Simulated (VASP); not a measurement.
# BiAu (rocksalt type) (Fm-3m) in VASP: notebook

Runs on BiAu (rocksalt type). Level: PBE. Tasks: single point, relaxation of cell and atoms.

Program: VASP 6.6.1. These are calculated values, not measurements. Logs are shortened: lines on timing, memory, paths and dates and some standing lists are left out, and cuts for length are marked.

## Step 1: The cell of the first run

It takes space group Fm-3m (No. 225, cubic). The conventional cell has a = 6.062 Å, b = 6.062 Å, c = 6.062 Å, α = 90.00°, β = 90.00°, γ = 90.00°. Within 4.0 Å of Au (site symmetry m-3m) lie 6 Bi at 3.03 Å. Within 4.0 Å of Bi (site symmetry m-3m) lie 6 Au at 3.03 Å.

## Step 2: Single point, PBE (volume scaled by 1.06)

INCAR reads:

```
SYSTEM = BiAu
PREC = Accurate ; ENCUT = 500
EDIFF = 1E-6 ; ISMEAR = -1
SIGMA = 0.03 ; LREAL = .False.
LASPH = .True. ; NELM = 120
ALGO = Normal ; ISIF = 2
LWAVE = .False. ; LCHARG = .False.
GGA = PE ; NBANDS = 20
GGA_COMPAT = .False.
```

KPOINTS reads:

```
Automatic mesh
0
Gamma
  12 12 12
  0 0 0
```

POSCAR reads:

```
BiAu
1.0
    0.0000000000      3.0307509324      3.0307509324
    3.0307509324      0.0000000000      3.0307509324
    3.0307509324      3.0307509324      0.0000000000
Au Bi
1 1
Direct
    0.0000000000      0.0000000000      0.0000000000
    0.5000000000      0.5000000000      0.5000000000
```

Potentials or basis: VASP PAW PBE potentials, release 64 (Au, Bi_d).

Started as:

```sh
> cat potpaw_PBE.64/Au/POTCAR potpaw_PBE.64/Bi_d/POTCAR > POTCAR
> mpirun -np 1 vasp_std > vasp.out
```

OUTCAR:

```text
SYSTEM = BiAu
   PREC = Accurate
   ENCUT = 500
   EDIFF = 1E-6
   ISMEAR = -1
   LREAL = .False.
   LASPH = .True.
   NELM = 120
   ISIF = 2
   GGA = PE

 ion  position               nearest neighbor table
   1  0.000  0.000  0.000-   2 3.03   2 3.03   2 3.03   2 3.03   2 3.03   2 3.03
   2  0.500  0.500  0.500-   1 3.03   1 3.03   1 3.03   1 3.03   1 3.03   1 3.03

  LATTYP: Found a face centered cubic cell.
 ALAT       =     6.0615018648

  Lattice vectors:

 A1 = (   0.0000000000,   3.0307509324,   3.0307509324)
 A2 = (   3.0307509324,   0.0000000000,   3.0307509324)
 A3 = (   3.0307509324,   3.0307509324,   0.0000000000)

Analysis of symmetry for initial positions (statically):
=====================================================================
 Subroutine PRICEL returns:
 Original cell was already a primitive cell.

 Routine SETGRP: Setting up the symmetry group for a
 face centered cubic supercell.

 Subroutine GETGRP returns: Found 48 space group operations
 (whereof 48 operations were pure point group operations)
 out of a pool of 48 trial point group operations.

The static configuration has the point symmetry O_h .

Analysis of symmetry for dynamics (positions and initial velocities):
=====================================================================
 Subroutine PRICEL returns:
 Original cell was already a primitive cell.

 Routine SETGRP: Setting up the symmetry group for a
 face centered cubic supercell.

 Subroutine GETGRP returns: Found 48 space group operations
 (whereof 48 operations were pure point group operations)
 out of a pool of 48 trial point group operations.

The dynamic configuration has the point symmetry O_h .

 Subroutine INISYM returns: Found 48 space group operations
 (whereof 48 operations are pure point group operations),
 and found     1 'primitive' translations

----------------------------------------------------------------------------------------

                                     Primitive cell

  volume of cell :      55.6776

  direct lattice vectors                    reciprocal lattice vectors
     0.000000000  3.030750932  3.030750932    -0.164975615  0.164975615  0.164975615
     3.030750932  0.000000000  3.030750932     0.164975615 -0.164975615  0.164975615
     3.030750932  3.030750932  0.000000000     0.164975615  0.164975615 -0.164975615

  length of vectors
     4.286129073  4.286129073  4.286129073     0.285746148  0.285746148  0.285746148

  position of ions in fractional coordinates (direct lattice)
     0.000000000  0.000000000  0.000000000
     0.500000000  0.500000000  0.500000000

  ion indices of the primitive-cell ions
   primitive index   ion index
                 1           1
                 2           2

----------------------------------------------------------------------------------------

 KPOINTS: Automatic mesh

Automatic generation of k-mesh.
 Grid dimensions read from file:
 generate k-points for:   12   12   12

 Generating k-lattice:

  Cartesian coordinates                     Fractional coordinates (reciprocal lattice)
    -0.013747968  0.013747968  0.013747968     0.083333333  0.000000000  0.000000000
     0.013747968 -0.013747968  0.013747968     0.000000000  0.083333333  0.000000000
     0.013747968  0.013747968 -0.013747968     0.000000000  0.000000000  0.083333333

  Length of vectors
     0.023812179  0.023812179  0.023812179

  Shift w.r.t. Gamma in fractional coordinates (k-lattice)
     0.000000000  0.000000000  0.000000000

 Subroutine IBZKPT returns following result:
 ===========================================

 Found     72 irreducible k-points:

 Following reciprocal coordinates:
            Coordinates               Weight
  0.000000  0.000000  0.000000      1.000000
  0.083333  0.000000  0.000000      8.000000
  0.166667  0.000000  0.000000      8.000000
  0.250000  0.000000  0.000000      8.000000
  0.333333  0.000000  0.000000      8.000000
  0.416667  0.000000  0.000000      8.000000
[... 16 lines left out ...]
  0.500000  0.166667  0.000000     24.000000
 -0.416667  0.166667  0.000000     24.000000
 [... further k-points ...]
   k-points           NKPTS =     72   k-points in BZ     NKDIM =     72   number of bands    NBANDS=     20
   number of dos      NEDOS =    301   number of ions     NIONS =      2
   total plane-waves  NPLWV =  32768
   dimension x,y,z NGX =    32 NGY =   32 NGZ =   32
   dimension x,y,z NGXF=    64 NGYF=   64 NGZF=   64
   ions per type =               1   1
   NGX,Y,Z   is equivalent  to a cutoff of  12.41, 12.41, 12.41 a.u.
   NGXF,Y,Z  is equivalent  to a cutoff of  24.82, 24.82, 24.82 a.u.
 SYSTEM =  BiAu
   PREC   = accura    normal or accurate (medium, high low for compatibility)
   ISTART =      0    job   : 0-new  1-cont  2-samecut
   ICHARG =      2    charge: 1-file 2-atom 10-const
   ISPIN  =      1    spin polarized calculation?
   LNONCOLLINEAR =      F non collinear calculations
   LSORBIT =      F    spin-orbit coupling
   LASPH  =      T    aspherical Exc in radial PAW
   ENCUT  =  500.0 eV  36.75 Ry    6.06 a.u.   7.81  7.81  7.81*2*pi/ulx,y,z
   NELM   =    120;   NELMIN=  2; NELMDL= -5     # of ELM steps
   EDIFF  = 0.1E-05   stopping-criterion for ELM
   LREAL  =      F    real-space projection
   EDIFFG = 0.1E-04   stopping-criterion for IOM
   NSW    =      0    number of steps for IOM
   IBRION =     -1    ionic relax: 0-MD 1-quasi-New 2-CG
   NFREE  =      0    steps in history (QN), initial steepest desc. (CG)
   ISIF   =      2    stress and relaxation
   ISYM   =      2    0-nonsym 1-usesym 2-fastsym
   POTIM  = 0.5000    time-step for ionic-motion
   TEBEG  =    0.0;   TEEND  =   0.0 temperature during run
   PSTRESS=    0.0 pullay stress
   NELECT =      26.0000    total number of electrons
   NUPDOWN=      -1.0000    fix difference up-down
   EMIN   =  10.00;   EMAX   =-10.00  energy-range for DOS
   EFERMI =   0.00;   METHOD = LEGACY
   ISMEAR =    -1;   SIGMA  =   0.03  broadening in eV -4-tet -1-fermi 0-gaus
   EFERMI_NEDOS =   21; number of points for ismear=-14 and -15
   IALGO  =     38    algorithm
   IMIX   =      4    mixing-type and parameters
     AMIX     =   0.40;   BMIX     =  1.00
     AMIX_MAG =   1.60;   BMIX_MAG =  1.00
  volume/ion in A,a.u.               =      27.84       187.87
  Fermi-wavevector in a.u.,A,eV,Ry     =   1.270103  2.400147 21.948406  1.613162
  Thomas-Fermi vector in A             =   2.403109
   LORBIT       =      0    0 simple, 1 ext, 2 COOP (PROOUT), +10 PAW based schemes
   GGA     = PE    functional components
   LHFCALC =     F    Hartree Fock is set to
   AEXX    =    0.0000 exact exchange contribution
   IVDW    =     0    specifies the selected vdW correction
   LEPSILON=     F    determine dielectric tensor
   LRPA    =     F    only Hartree local field effects (RPA)
 non-spin polarized calculation
  energy-cutoff  :      500.00
  volume of cell :       55.68
 maximum number of plane-waves:      1428
   NGX = 15   NGY = 15   NGZ = 15

 number of electron      25.9999997 magnetization

 Free energy of the ion-electron system (eV)
  ---------------------------------------------------
  ext. energy  EPLUGINS =         0.00000000
  ---------------------------------------------------
  free energy    TOTEN  =        -7.11355381 eV

  energy without entropy =       -7.11049239  energy(sigma->0) =       -7.11202310

 E-fermi :   6.5791     XC(G=0): -10.3198

 val. band max:        6.5556080133   @ k =   0.3333   0.2500   0.0000
 cond. band min:       6.6173539081   @ k =  -0.3333   0.3333   0.0833
 fundamental gap:      0.0617458948
 Fermi energy:         6.5790581815

 k-point     1 :       0.0000    0.0000    0.0000
  band No.  band energies     occupation
      1     -16.3082      2.00000
      2     -16.3082      2.00000
      3     -16.2950      2.00000
      4     -16.2950      2.00000
      5     -16.2950      2.00000
      6      -5.4581      2.00000
[... 12 lines left out ...]
     19      15.0314      0.00000
     20      15.6988      0.00000

 k-point     2 :       0.0833    0.0000    0.0000
  band No.  band energies     occupation
      1     -16.3077      2.00000
      2     -16.3077      2.00000
      3     -16.2946      2.00000
      4     -16.2941      2.00000
      5     -16.2941      2.00000
      6      -5.3918      2.00000
[... 12 lines left out ...]
     19      14.6529      0.00000
     20      15.8868      0.00000

 k-point     3 :       0.1667    0.0000    0.0000
  band No.  band energies     occupation
      1     -16.3064      2.00000
      2     -16.3064      2.00000
      3     -16.2936      2.00000
      4     -16.2915      2.00000
      5     -16.2915      2.00000
      6      -5.1996      2.00000
[... 12 lines left out ...]
     19      14.3221      0.00000
     20      16.2610      0.00000

 k-point     4 :       0.2500    0.0000    0.0000
  band No.  band energies     occupation
      1     -16.3052      2.00000
      2     -16.3052      2.00000
      3     -16.2922      2.00000
      4     -16.2875      2.00000
      5     -16.2875      2.00000
      6      -4.9036      2.00000
[... 12 lines left out ...]
     19      14.6596      0.00000
     20      16.8075      0.00000

 k-point     5 :       0.3333    0.0000    0.0000
  band No.  band energies     occupation
      1     -16.3043      2.00000
      2     -16.3043      2.00000
      3     -16.2909      2.00000
      4     -16.2831      2.00000
      5     -16.2831      2.00000
      6      -4.5531      2.00000
[... 12 lines left out ...]
     19      15.6331      0.00000
     20      17.5512      0.00000
[... 353 lines left out ...]
      6      -4.6492      2.00000
[... 12 lines left out ...]
     19      15.1601      0.00000
     20      17.7067      0.00000

 k-point    22 :       0.4167    0.1667    0.0000
  band No.  band energies     occupation
      1     -16.3061      2.00000
      2     -16.3022      2.00000
      3     -16.2927      2.00000
      4     -16.2817      2.00000
      5     -16.2789      2.00000
      6      -4.3556      2.00000
[... 12 lines left out ...]
     19      15.2236      0.00000
     20      18.6048      0.00000

 k-point    23 :       0.5000    0.1667    0.0000
  band No.  band energies     occupation
      1     -16.3063      2.00000
      2     -16.3014      2.00000
      3     -16.2896      2.00000
      4     -16.2810      2.00000
      5     -16.2776      2.00000
      6      -4.1380      2.00000
[... 12 lines left out ...]
     19      15.8002      0.00000
     20      18.8848      0.00000

 k-point    24 :      -0.4167    0.1667    0.0000
  band No.  band energies     occupation
      1     -16.3064      2.00000
      2     -16.3009      2.00000
      3     -16.2877      2.00000
      4     -16.2810      2.00000
      5     -16.2786      2.00000
      6      -4.0952      2.00000
[... 12 lines left out ...]
     19      16.8164      0.00000
     20      17.8735      0.00000

 [... further k-points ...]
[... 5 lines left out ...]
  --------------------------------------------------------------------------------------
  -------------------------------------------------------------------------------------
  Total       -1.2748036     -1.2748036     -1.2748036     -0.0000000      0.0000000      0.0000000
  in kB      -36.6836980    -36.6836980    -36.6836980     -0.0000000      0.0000000      0.0000000
  external PRESSURE =     -36.6836980 kB  Pullay stress =       0.0000000 kB

 VOLUME and BASIS-vectors are now :
 -----------------------------------------------------------------------------
  energy-cutoff  :      500.00
  volume of cell :       55.68
      direct lattice vectors                 reciprocal lattice vectors
     0.000000000  3.030750932  3.030750932    -0.164975615  0.164975615  0.164975615
     3.030750932  0.000000000  3.030750932     0.164975615 -0.164975615  0.164975615
     3.030750932  3.030750932  0.000000000     0.164975615  0.164975615 -0.164975615

 POSITION                                       TOTAL-FORCE (eV/Angst)
 -----------------------------------------------------------------------------------
      0.00000      0.00000      0.00000         0.000000     -0.000000      0.000000
      3.03075      3.03075      3.03075        -0.000000      0.000000     -0.000000
 -----------------------------------------------------------------------------------
    total drift:                                0.000000     -0.000000      0.000000

  FREE ENERGIE OF THE ION-ELECTRON SYSTEM (eV)
  ---------------------------------------------------
  free  energy   TOTEN  =        -7.1135538126 eV

  energy  without entropy=       -7.1104923949  energy(sigma->0) =       -7.11202310
```

It took 51 s on 1 thread of Intel Xeon Platinum 8488C (Sapphire Rapids), shared host; peak memory 0.22 GiB.

Results:

| Item | Value |
| --- | --- |
| Free energy | -7.1136 eV |
| Pressure | -3.7 GPa |
| Band gap on the k mesh | zero (band 13 reaches 9.20 eV, above the bottom of band 14 at 4.39 eV) |

Caveat: the cell differs from its parent crystal (volume scaled by 1.06); spin-orbit coupling is left out, which moves the levels of the heavy elements.

## Step 3: Relaxation of cell and atoms, PBE

This run uses another cell than the first one, of 25.86 Å³/atom, 0.929 times its volume.

INCAR reads:

```
PREC     = Accurate       # precision mode
ENCUT    = 500            # plane-wave cutoff, eV
EDIFF    = 1E-7           # SCF threshold, eV
ISMEAR   = -1             # smearing method
SIGMA    = 0.03           # smearing width, eV
LREAL    = False          # projectors in reciprocal space
LASPH    = True           # aspherical terms in the spheres
NELM     = 120            # most SCF steps
ALGO     = Normal         # electronic algorithm
ISIF     = 3              # what is computed and relaxed
LWAVE    = False          # write WAVECAR
LCHARG   = False          # write CHGCAR
GGA      = PE             # functional
IBRION   = 2              # ionic algorithm
NSW      = 100            # ionic steps
EDIFFG   = -0.005         # ionic threshold
GGA_COMPAT= False        
NELMIN   = 4
```

KPOINTS reads:

```
Automatic mesh
0
Gamma
  12 12 12
```

POSCAR reads:

```
BiAu
1.0
    0.0000000000      2.9572563644      2.9572563644
    2.9572563644      0.0000000000      2.9572563644
    2.9572563644      2.9572563644      0.0000000000
Au Bi
1 1
Direct
    0.0000000000      0.0000000000      0.0000000000
    0.5000000000      0.5000000000      0.5000000000
```

Potentials or basis: VASP PAW PBE potentials, release 64 (Au, Bi_d).

Started as:

```sh
> cat potpaw_PBE.64/Au/POTCAR potpaw_PBE.64/Bi_d/POTCAR > POTCAR
> mpirun -np 1 vasp_std > vasp.out
```

Wall time 2.1 min (1 thread of Intel Xeon Platinum 8488C (Sapphire Rapids), shared host); peak memory 0.22 GiB.

It converged, with:

* Free energy: -7.1506 eV
* Relaxed volume: 26.24 Å³/atom
* Relaxed cell: a = 4.202 Å, b = 4.202 Å, c = 4.202 Å, α = 60.00°, β = 60.00°, γ = 60.00°
* Space group after relaxing (to 0.05 Å): Fm-3m (No. 225)
* Energy gained by relaxing: 1.2 meV/atom
* Ionic steps: 3
* Pressure after relaxing: 0.0 GPa
* Band gap on the k mesh: zero (band 13 reaches 10.18 eV, above the bottom of band 14 at 4.96 eV)

Step by step:
| step | energy change (eV) | largest force (eV/Å) | pressure (GPa) | volume (Å³) |
| --- | --- | --- | --- | --- |
| 1 | 0.0000 | 0.0000 | 1.07 | 51.72 |
| 2 | -0.0012 | 0.0000 | -0.73 | 53.03 |
| 3 | -0.0024 | 0.0000 | 0.01 | 52.47 |

Final structure:
```
Au Bi
1.0
     0.00000    2.97145    2.97145
     2.97145    0.00000    2.97145
     2.97145    2.97145    0.00000
Au Bi
1 1
Cartesian
  0.0000 0.0000 0.0000
  2.9715 2.9715 2.9715
```

Levels at points of the mesh, in eV from the Fermi level:
```
           k point  band 11  band 12  band 13  band 14  band 15  band 16
(0.00, 0.00, 0.00)    -4.23     0.75     1.02     1.02     1.02     7.52
(0.50, 0.00, 0.00)    -3.96    -3.54     2.87     2.87     3.25     5.07
(0.50, 0.50, 0.00)    -3.80    -3.18    -1.32    -1.31    -1.31     5.97
```

Caveat: spin-orbit coupling is left out, which moves the levels of the heavy elements.
